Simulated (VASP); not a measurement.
# Sn (Fd-3m) in VASP: notebook, part 2 of 2

VASP 6.6.1. The steps go on from the part before.

## 3. Single point, PBE

This run uses another cell than the first one, of 36.87 Å³/atom, 1.055 times its volume.

INCAR

```
SYSTEM = Sn
PREC     = Accurate       ! precision mode
ENCUT    = 500            ! plane-wave cutoff, eV
EDIFF    = 1E-6           ! SCF threshold, eV
ISMEAR   = 0              ! smearing method
SIGMA    = 0.05           ! smearing width, eV
LREAL    = .FALSE.        ! projectors in reciprocal space
LASPH    = .TRUE.         ! aspherical terms in the spheres
NELM     = 120            ! most SCF steps
ALGO     = Normal         ! electronic algorithm
ISIF     = 2              ! what is computed and relaxed
LWAVE    = .FALSE.        ! write WAVECAR
LCHARG   = .FALSE.        ! write CHGCAR
GGA      = PE             ! functional
NBANDS   = 21             ! bands
GGA_COMPAT= .FALSE.
```

KPOINTS

```
Automatic mesh
0
G
  6 6 6
  0 0 0
```

POSCAR

```
Sn
1.0
    0.0000000000      3.3281859648      3.3281859648
    3.3281859648      0.0000000000      3.3281859648
    3.3281859648      3.3281859648      0.0000000000
Sn
2
Direct
    0.7500000000      0.7500000000      0.7500000000
    0.5000000000      0.5000000000      0.5000000000
```

Potentials or basis: VASP PAW PBE potentials, release 64 (Sn_d).

Run with:

```console
> cat potpaw_PBE.64/Sn_d/POTCAR > POTCAR
> mpirun -np 1 vasp_std > vasp.out
```

OUTCAR:

```text
SYSTEM = Sn
   PREC = Accurate
   ENCUT = 500
   EDIFF = 1E-6
   ISMEAR = 0
   LREAL = .FALSE.
   LASPH = .TRUE.
   NELM = 120
   ISIF = 2
   GGA = PE

 ion  position               nearest neighbor table
   1  0.750  0.750  0.750-   2 2.88   2 2.88   2 2.88   2 2.88
   2  0.500  0.500  0.500-   1 2.88   1 2.88   1 2.88   1 2.88

  LATTYP: Found a face centered cubic cell.
 ALAT       =     6.6563719296

  Lattice vectors:

 A1 = (   0.0000000000,   3.3281859648,   3.3281859648)
 A2 = (   3.3281859648,   0.0000000000,   3.3281859648)
 A3 = (   3.3281859648,   3.3281859648,   0.0000000000)

Analysis of symmetry for initial positions (statically):
=====================================================================
 Subroutine PRICEL returns:
 Original cell was already a primitive cell.

 Routine SETGRP: Setting up the symmetry group for a
 face centered cubic supercell.

 Subroutine GETGRP returns: Found 48 space group operations
 (whereof 24 operations were pure point group operations)
 out of a pool of 48 trial point group operations.

The static configuration has the point symmetry T_d .
 The point group associated with its full space group is O_h .

Analysis of symmetry for dynamics (positions and initial velocities):
=====================================================================
 Subroutine PRICEL returns:
 Original cell was already a primitive cell.

 Routine SETGRP: Setting up the symmetry group for a
 face centered cubic supercell.

 Subroutine GETGRP returns: Found 48 space group operations
 (whereof 24 operations were pure point group operations)
 out of a pool of 48 trial point group operations.

The dynamic configuration has the point symmetry T_d .
 The point group associated with its full space group is O_h .

 Subroutine INISYM returns: Found 48 space group operations
 (whereof 24 operations are pure point group operations),
 and found     1 'primitive' translations

[... 99 lines left out ...]
   EFERMI =   0.00;   METHOD = LEGACY
   ISMEAR =     0;   SIGMA  =   0.05  broadening in eV -4-tet -1-fermi 0-gaus
   EFERMI_NEDOS =   21; number of points for ismear=-14 and -15
   IALGO  =     38    algorithm
   IMIX   =      4    mixing-type and parameters
     AMIX     =   0.40;   BMIX     =  1.00
     AMIX_MAG =   1.60;   BMIX_MAG =  1.00
  volume/ion in A,a.u.               =      36.87       248.78
  Fermi-wavevector in a.u.,A,eV,Ry     =   1.185523  2.240313 19.122504  1.405464
  Thomas-Fermi vector in A             =   2.321715
   LORBIT       =      0    0 simple, 1 ext, 2 COOP (PROOUT), +10 PAW based schemes
   GGA     = PE    functional components
   LHFCALC =     F    Hartree Fock is set to
   AEXX    =    0.0000 exact exchange contribution
   IVDW    =     0    specifies the selected vdW correction
   LEPSILON=     F    determine dielectric tensor
   LRPA    =     F    only Hartree local field effects (RPA)
 non-spin polarized calculation
 Gauss-broadening in eV      SIGMA  =   0.05
  energy-cutoff  :      500.00
  volume of cell :       73.73
 maximum number of plane-waves:      1895
 NGX is ok and might be reduce to    36
   NGX = 17   NGY = 17   NGZ = 17

 number of electron      28.0000008 magnetization

 Free energy of the ion-electron system (eV)
  ---------------------------------------------------
  ext. energy  EPLUGINS =         0.00000000
  ---------------------------------------------------
  free energy    TOTEN  =        -7.66045398 eV

  energy without entropy =       -7.65993151  energy(sigma->0) =       -7.66019275

 E-fermi :   4.7297     XC(G=0):  -8.5399

 val. band max:        4.7296874229   @ k =   0.5000   0.0000   0.0000
 cond. band min:       4.8953732385   @ k =   0.3333   0.0000   0.0000
 fundamental gap:      0.1656858156
 Fermi energy:         4.7296878099

 k-point     1 :       0.0000    0.0000    0.0000
  band No.  band energies     occupation
      1     -16.6730      2.00000
      2     -16.6730      2.00000
      3     -16.6730      2.00000
      4     -16.6235      2.00000
      5     -16.6235      2.00000
      6     -16.3714      2.00000
[... 373 lines left out ...]
     20      13.4790      0.00000
     21      14.7643      0.00000

------------------------ aborting loop because EDIFF is reached ----------------------------------------

  FORCE on cell =-STRESS in cart. coord.  units (eV):
  Direction    XX          YY          ZZ          XY          YZ          ZX
  --------------------------------------------------------------------------------------
  -------------------------------------------------------------------------------------
  Total       -0.0132107     -0.0132107     -0.0132107     -0.0000000      0.0000000     -0.0000000
  in kB       -0.2870673     -0.2870673     -0.2870673     -0.0000000      0.0000000     -0.0000000
  external PRESSURE =      -0.2870673 kB  Pullay stress =       0.0000000 kB

 VOLUME and BASIS-vectors are now :
 -----------------------------------------------------------------------------
  energy-cutoff  :      500.00
  volume of cell :       73.73
      direct lattice vectors                 reciprocal lattice vectors
     0.000000000  3.328185965  3.328185965    -0.150231990  0.150231990  0.150231990
     3.328185965  0.000000000  3.328185965     0.150231990 -0.150231990  0.150231990
     3.328185965  3.328185965  0.000000000     0.150231990  0.150231990 -0.150231990

 POSITION                                       TOTAL-FORCE (eV/Angst)
 -----------------------------------------------------------------------------------
      4.99228      4.99228      4.99228         0.000000      0.000000      0.000000
      3.32819      3.32819      3.32819        -0.000000     -0.000000     -0.000000
 -----------------------------------------------------------------------------------
    total drift:                                0.000000      0.000000      0.000000

  FREE ENERGIE OF THE ION-ELECTRON SYSTEM (eV)
  ---------------------------------------------------
  free  energy   TOTEN  =        -7.6604539755 eV

  energy  without entropy=       -7.6599315147  energy(sigma->0) =       -7.66019275
```

stdout:

```text
POSCAR found type information on POSCAR Sn
 POSCAR found :  1 types and       2 ions
 scaLAPACK will be used
 LDA part: xc-table for (Slater+PW92), standard interpolation
 POSCAR, INCAR and KPOINTS ok, starting setup
 FFT: planning ... GRIDC
 FFT: planning ... GRID_SOFT
 FFT: planning ... GRID
 WAVECAR not read
 entering main loop
```

Run time: 21 s. Hardware: 1 thread of Intel Xeon 6975P-C, shared host; peak memory 0.2 GiB.

Results:

```yaml
Free_energy: -7.6605 eV
Pressure: 0.0 GPa
Band_gap_on_the_k_mesh: zero (band 14 reaches 4.96 eV, above the bottom of band 15 at 4.73 eV)
```

Caveat: spin-orbit coupling is left out, which moves the levels of the heavy elements.
